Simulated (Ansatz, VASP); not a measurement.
SiO2: VASP beside Ansatz

```xyz
6
Lattice="0.0000 3.7223 3.7223 3.7223 0.0000 3.7223 3.7223 3.7223 0.0000" Properties=species:S:1:pos:R:3 pbc="T T T"
Si    3.7223    3.7223    3.7223
Si    5.5834    5.5834    5.5834
O     4.6528    4.6528    4.6528
O     4.6528    2.7917    2.7917
O     2.7917    2.7917    4.6528
O     2.7917    4.6528    2.7917
```

Alike in both runs: functional PBE; dispersion D3(BJ); k mesh 6 × 6 × 6; occupations gaussian, width 0.02 eV; no spin polarisation.

Ansatz relaxed the structure, and its values are those at the end. VASP's run is a single point on that final structure, the one shown.

```csv
,VASP,Ansatz
version,VASP 6.6.1,Ansatz 0.2.0
potentials or method,"VASP PAW PBE potentials, release 64 (Si, O), cutoff 520 eV","scalar-relativistic, plane waves, PAW"
valence electrons in the cell,32,32
```

|  | VASP | Ansatz | Ansatz less VASP |
| --- | --- | --- | --- |
| gap on the k mesh at the Fermi level (eV) | 5.40 | 5.40 | +0.002 |
| least direct gap on the mesh (eV) | 5.40 | 5.40 | +0.002 |
| pressure (GPa) | 0.0 | 0.0 | -0.03 |
